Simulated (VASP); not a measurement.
# Ir (a cell with a defect) in VASP: notebook

Runs on Ir (a cell with a defect). Level: PBE. Tasks: single point.

Everything below comes from runs of VASP 6.6.1. Logs are shortened: lines on timing, memory, paths and dates and some standing lists are left out, and cuts for length are marked.

### 1 The cell of the first run

The cell holds a defect, 15 atoms: a = 6.703 Å, b = 6.703 Å, c = 6.703 Å, α = 109.47°, β = 109.47°, γ = 109.47°.

### 2 Single point, PBE

File INCAR:

```
SYSTEM = Ir
PREC = Accurate
ENCUT = 520
EDIFF = 1E-6
ISMEAR = 1
SIGMA = 0.1
LREAL = Auto
LASPH = .True.
NELM = 100
ALGO = Normal
ISIF = 2
LWAVE = .False.
LCHARG = .True.
GGA = PE
LELF = .True.
LVHAR = .True.
NBANDS = 80
```

File KPOINTS:

```
Automatic mesh
0
Gamma
  3 3 3
  0 0 0
```

File POSCAR:

```
Ir
1.0
   -3.8700194500      3.8700194500      3.8700194500
    3.8700194500     -3.8700194500      3.8700194500
    3.8700194500      3.8700194500     -3.8700194500
Ir
15
Direct
    0.0007722278      0.0005118463      0.0000595808
    0.0010107728      0.2499220866      0.7510072381
    0.0009301007      0.4992060174      0.4989089377
    0.0009503745      0.7486498205      0.2496120962
    0.2501772012     -0.0008245904      0.7495470145
    0.2501878167      0.2499994893      0.4988698855
    0.2501874782      0.7485350198      0.0003734134
    0.4996287791     -0.0019963740      0.4989757163
    0.4995635384      0.2498214444      0.2495511146
    0.4995419944      0.4992402781      0.0004136192
    0.4995082511      0.7486058420      0.7482124644
    0.7502279114     -0.0007883679      0.2496148668
    0.7516892257      0.2499213117      0.0003903657
    0.7501870545      0.4992310775      0.7496890059
    0.7487256714      0.7484534353      0.4987484580
```

Potentials or basis: VASP PAW PBE potentials, release 64 (Ir).

Command:

```bash
cat potpaw_PBE.64/Ir/POTCAR > POTCAR
mpirun -np 1 vasp_std > vasp.out
```

OUTCAR:

```text
SYSTEM = Ir
   PREC = Accurate
   ENCUT = 520
   EDIFF = 1E-6
   ISMEAR = 1
   LREAL = Auto
   LASPH = .True.
   NELM = 100
   ISIF = 2
   GGA = PE

 ion  position               nearest neighbor table
   1  0.001  0.001  0.000-   2 2.73  13 2.73   9 2.73   6 2.73   5 2.74  12 2.74  11 2.74  14 2.74
                            15 2.74   7 2.74   4 2.74
   2  0.001  0.250  0.751-   1 2.73  10 2.73   7 2.73  13 2.73   5 2.74  14 2.74   6 2.74   8 2.74
                             3 2.74  12 2.74  15 2.74
   3  0.001  0.499  0.499-   6 2.73  13 2.73  11 2.73   4 2.73   5 2.74  12 2.74   9 2.74   2 2.74
                            15 2.74   7 2.74  14 2.74
   4  0.001  0.749  0.250-   7 2.73   8 2.73  13 2.73   3 2.73  14 2.74   5 2.74  12 2.74   6 2.74
                            15 2.74  10 2.74   1 2.74
   5  0.250  0.999  0.750-  11 2.74   2 2.74   1 2.74   4 2.74   3 2.74   9 2.74   8 2.74  10 2.74
                            15 2.74   7 2.74   6 2.74  13 2.74
   6  0.250  0.250  0.499-   3 2.73  11 2.73   9 2.73   1 2.73  12 2.74  14 2.74   2 2.74   4 2.74
                             8 2.74   5 2.74  10 2.74
   7  0.250  0.749  0.000-   4 2.73   8 2.73   2 2.73  10 2.73  14 2.74  12 2.74   9 2.74   1 2.74
                             5 2.74   3 2.74  11 2.74
   8  0.500  0.998  0.499-   7 2.73  11 2.73  15 2.73   4 2.73  12 2.74   5 2.74  14 2.74   9 2.74
                             2 2.74  13 2.74   6 2.74
   9  0.500  0.250  0.250-  10 2.73  15 2.73   6 2.73   1 2.73   5 2.74  14 2.74   8 2.74  12 2.74
                             7 2.74  13 2.74   3 2.74
  10  0.500  0.499  0.000-  15 2.73   2 2.73   9 2.73   7 2.73  12 2.74   5 2.74  14 2.74   4 2.74
                            13 2.74   6 2.74  11 2.75
  11  0.500  0.749  0.748-   3 2.73   6 2.73   8 2.73  15 2.73   5 2.74  14 2.74   1 2.74  13 2.74
                            12 2.74   7 2.74  10 2.75
  12  0.750  0.999  0.250-  15 2.74  13 2.74   8 2.74   6 2.74  10 2.74   3 2.74   7 2.74   1 2.74
                             9 2.74   4 2.74   2 2.74  11 2.74
  13  0.752  0.250  0.000-   1 2.73   3 2.73   2 2.73   4 2.73  12 2.74  14 2.74   9 2.74  11 2.74
                             8 2.74  10 2.74   5 2.74
  14  0.750  0.499  0.750-   4 2.74   6 2.74   7 2.74  13 2.74  11 2.74   2 2.74   9 2.74  15 2.74
                             8 2.74   1 2.74  10 2.74   3 2.74
  15  0.749  0.748  0.499-  10 2.73   9 2.73   8 2.73  11 2.73  12 2.74  14 2.74   1 2.74   4 2.74
                             5 2.74   3 2.74   2 2.74

  LATTYP: Found a body centered cubic cell.
 ALAT       =     7.7400389000

  Lattice vectors:

 A1 = (  -3.8700194500,   3.8700194500,   3.8700194500)
 A2 = (   3.8700194500,  -3.8700194500,   3.8700194500)
 A3 = (   3.8700194500,   3.8700194500,  -3.8700194500)

Analysis of symmetry for initial positions (statically):
=====================================================================
 Subroutine PRICEL returns:
 Original cell was already a primitive cell.

 Routine SETGRP: Setting up the symmetry group for a
 body centered cubic supercell.

 Subroutine GETGRP returns: Found  1 space group operations
 (whereof  1 operations were pure point group operations)
 out of a pool of 48 trial point group operations.

The static configuration has the point symmetry C_1 .

Analysis of symmetry for dynamics (positions and initial velocities):
=====================================================================
 Subroutine PRICEL returns:
 Original cell was already a primitive cell.

 Routine SETGRP: Setting up the symmetry group for a
 body centered cubic supercell.

 Subroutine GETGRP returns: Found  1 space group operations
 (whereof  1 operations were pure point group operations)
 out of a pool of 48 trial point group operations.

The dynamic configuration has the point symmetry C_1 .

 Subroutine INISYM returns: Found  1 space group operations
 (whereof  1 operations are pure point group operations),
 and found     1 'primitive' translations

----------------------------------------------------------------------------------------

                                     Primitive cell

  volume of cell :     231.8459

  direct lattice vectors                    reciprocal lattice vectors
    -3.870019450  3.870019450  3.870019450     0.000000000  0.129198317  0.129198317
     3.870019450 -3.870019450  3.870019450     0.129198317  0.000000000  0.129198317
     3.870019450  3.870019450 -3.870019450     0.129198317  0.129198317  0.000000000

  length of vectors
[... 64 lines left out ...]
            Coordinates               Weight
  0.000000  0.000000  0.000000      1.000000
  0.333333  0.000000  0.000000      2.000000
  0.000000  0.333333  0.000000      2.000000
  0.000000  0.000000  0.333333      2.000000
  0.333333  0.000000 -0.333333      2.000000
  0.333333 -0.333333  0.000000      2.000000
  0.000000  0.333333 -0.333333      2.000000
  0.333333  0.333333  0.000000      2.000000
  0.000000  0.333333  0.333333      2.000000
  0.333333  0.000000  0.333333      2.000000
 -0.333333 -0.333333 -0.333333      2.000000
 -0.333333  0.333333  0.333333      2.000000
  0.333333 -0.333333  0.333333      2.000000
  0.333333  0.333333 -0.333333      2.000000
   k-points           NKPTS =     14   k-points in BZ     NKDIM =     14   number of bands    NBANDS=     80
   number of dos      NEDOS =    301   number of ions     NIONS =     15
   total plane-waves  NPLWV = 125000
   dimension x,y,z NGX =    50 NGY =   50 NGZ =   50
   dimension x,y,z NGXF=   100 NGYF=  100 NGZF=  100
   ions per type =              15
   NGX,Y,Z   is equivalent  to a cutoff of  12.40, 12.40, 12.40 a.u.
   NGXF,Y,Z  is equivalent  to a cutoff of  24.80, 24.80, 24.80 a.u.
 SYSTEM =  Ir
   PREC   = accura    normal or accurate (medium, high low for compatibility)
   ISTART =      0    job   : 0-new  1-cont  2-samecut
   ICHARG =      2    charge: 1-file 2-atom 10-const
   ISPIN  =      1    spin polarized calculation?
   LNONCOLLINEAR =      F non collinear calculations
   LSORBIT =      F    spin-orbit coupling
   LASPH  =      T    aspherical Exc in radial PAW
   ENCUT  =  520.0 eV  38.22 Ry    6.18 a.u.  12.46 12.46 12.46*2*pi/ulx,y,z
   NELM   =    100;   NELMIN=  2; NELMDL= -5     # of ELM steps
   EDIFF  = 0.1E-05   stopping-criterion for ELM
   LREAL  =      T    real-space projection
   EDIFFG = 0.1E-04   stopping-criterion for IOM
   NSW    =      0    number of steps for IOM
   IBRION =     -1    ionic relax: 0-MD 1-quasi-New 2-CG
   NFREE  =      0    steps in history (QN), initial steepest desc. (CG)
   ISIF   =      2    stress and relaxation
   ISYM   =      2    0-nonsym 1-usesym 2-fastsym
   POTIM  = 0.5000    time-step for ionic-motion
   TEBEG  =    0.0;   TEEND  =   0.0 temperature during run
   PSTRESS=    0.0 pullay stress
   NELECT =     135.0000    total number of electrons
   NUPDOWN=      -1.0000    fix difference up-down
   EMIN   =  10.00;   EMAX   =-10.00  energy-range for DOS
   EFERMI =   0.00;   METHOD = LEGACY
   ISMEAR =     1;   SIGMA  =   0.10  broadening in eV -4-tet -1-fermi 0-gaus
   EFERMI_NEDOS =   21; number of points for ismear=-14 and -15
   IALGO  =     38    algorithm
   IMIX   =      4    mixing-type and parameters
     AMIX     =   0.40;   BMIX     =  1.00
     AMIX_MAG =   1.60;   BMIX_MAG =  1.00
  volume/ion in A,a.u.               =      15.46       104.30
  Fermi-wavevector in a.u.,A,eV,Ry     =   1.367056  2.583361 25.427137  1.868842
  Thomas-Fermi vector in A             =   2.493142
   LORBIT       =      0    0 simple, 1 ext, 2 COOP (PROOUT), +10 PAW based schemes
   GGA     = PE    functional components
   LHFCALC =     F    Hartree Fock is set to
   AEXX    =    0.0000 exact exchange contribution
   IVDW    =     0    specifies the selected vdW correction
   LEPSILON=     F    determine dielectric tensor
   LRPA    =     F    only Hartree local field effects (RPA)
 non-spin polarized calculation
 Methfessel and Paxton  Order N= 1 SIGMA  =   0.10
  energy-cutoff  :      520.00
  volume of cell :      231.85
 maximum number of plane-waves:      6339
 NGX is ok and might be reduce to    50
   NGX = 25   NGY = 25   NGZ = 25

 number of electron     135.0000018 magnetization

 Free energy of the ion-electron system (eV)
  ---------------------------------------------------
  ext. energy  EPLUGINS =         0.00000000
  ---------------------------------------------------
  free energy    TOTEN  =      -131.30402182 eV

  energy without entropy =     -131.26921488  energy(sigma->0) =     -131.29241951

 E-fermi :   8.9116     XC(G=0): -13.3768

 val. band max:        8.9007995175   @ k =   0.3333   0.3333  -0.3333
 cond. band min:       8.9457531467   @ k =   0.3333   0.0000   0.3333
 fundamental gap:      0.0449536291
 Fermi energy:         8.9116367719

 k-point     1 :       0.0000    0.0000    0.0000
  band No.  band energies     occupation
      1      -1.4441      2.00000
      2       1.5336      2.00000
      3       1.7945      2.00000
      4       1.7951      2.00000
      5       2.1546      2.00000
      6       2.1551      2.00000
[... 1137 lines left out ...]
     78       9.6667     -0.00000
     79       9.9127     -0.00000
 [bands above 79 left out]

------------------------ aborting loop because EDIFF is reached ----------------------------------------

  FORCE on cell =-STRESS in cart. coord.  units (eV):
  Direction    XX          YY          ZZ          XY          YZ          ZX
  --------------------------------------------------------------------------------------
  -------------------------------------------------------------------------------------
  Total       -9.9136362     -9.9359095     -9.9325586     -0.0060570      0.0030055      0.0123798
  in kB      -68.5084472    -68.6623679    -68.6392111     -0.0418571      0.0207698      0.0855510
  external PRESSURE =     -68.6033421 kB  Pullay stress =       0.0000000 kB

 VOLUME and BASIS-vectors are now :
 -----------------------------------------------------------------------------
  energy-cutoff  :      520.00
  volume of cell :      231.85
      direct lattice vectors                 reciprocal lattice vectors
    -3.870019450  3.870019450  3.870019450     0.000000000  0.129198317  0.129198317
     3.870019450 -3.870019450  3.870019450     0.129198317  0.000000000  0.129198317
     3.870019450  3.870019450 -3.870019450     0.129198317  0.129198317  0.000000000

 POSITION                                       TOTAL-FORCE (eV/Angst)
 -----------------------------------------------------------------------------------
     -0.00078      0.00124      0.00474         0.021108      0.012216      0.012268
      3.86970      1.94312     -1.93530         0.017453      0.008615     -0.002445
      3.85912      0.00245      0.00475        -0.007948     -0.002048      0.013479
      3.85962     -1.92761      1.93496        -0.016576      0.016089     -0.004404
      5.79940      0.00212      1.93426         0.000854      0.001780      0.002971
      1.92991      1.93136      0.00510        -0.004507     -0.006849      0.013930
      1.93006     -1.92717      3.86363        -0.005147      0.010226     -0.009952
      3.85977      0.00233      3.86482        -0.012776     -0.000997     -0.019278
     -0.00074      1.93227      1.93437         0.021343     -0.016780     -0.001301
      0.00043      0.00277      3.86371         0.007951     -0.006992     -0.009529
      3.85961      1.93158      1.93463        -0.018517     -0.009628     -0.004125
      1.92959      0.00244      5.80435        -0.000993     -0.001047      0.002072
     -1.94034      1.94336      3.87474         0.000242      0.003820      0.016607
      1.93011      3.87252      1.93396        -0.006746     -0.003192      0.004934
      1.92911      1.93122      3.86395         0.004258     -0.005212     -0.015228
 -----------------------------------------------------------------------------------
    total drift:                               -0.004572     -0.001954     -0.001693

  FREE ENERGIE OF THE ION-ELECTRON SYSTEM (eV)
  ---------------------------------------------------
  free  energy   TOTEN  =      -131.3040218205 eV

  energy  without entropy=     -131.2692148755  energy(sigma->0) =     -131.29241951
```

It took 6.9 min on 1 thread of Intel Xeon Platinum 8559C (Emerald Rapids), shared host; peak memory 0.46 GiB.

Results:

```yaml
Free_energy: -131.3040 eV
Pressure: -6.9 GPa
Largest_force: 0.027 eV/Å
Band_gap_on_the_k_mesh: zero (an odd number of electrons rules out a gap without spin polarisation)
```

Forces on the atoms (eV/Å):
```
Ir   0.021  0.012  0.012
Ir   0.017  0.009 -0.002
Ir  -0.008 -0.002  0.013
Ir  -0.017  0.016 -0.004
Ir   0.001  0.002  0.003
Ir  -0.005 -0.007  0.014
Ir  -0.005  0.010 -0.010
Ir  -0.013 -0.001 -0.019
Ir   0.021 -0.017 -0.001
Ir   0.008 -0.007 -0.010
Ir  -0.019 -0.010 -0.004
Ir  -0.001 -0.001  0.002
Ir   0.000  0.004  0.017
Ir  -0.007 -0.003  0.005
Ir   0.004 -0.005 -0.015
```

Caveat: the k points lie up to 0.38 Å⁻¹ apart, too coarse for converged energies and pressures of a metal; spin-orbit coupling is left out, which moves the levels of the heavy elements.

(Continued in part 2 of 2.)
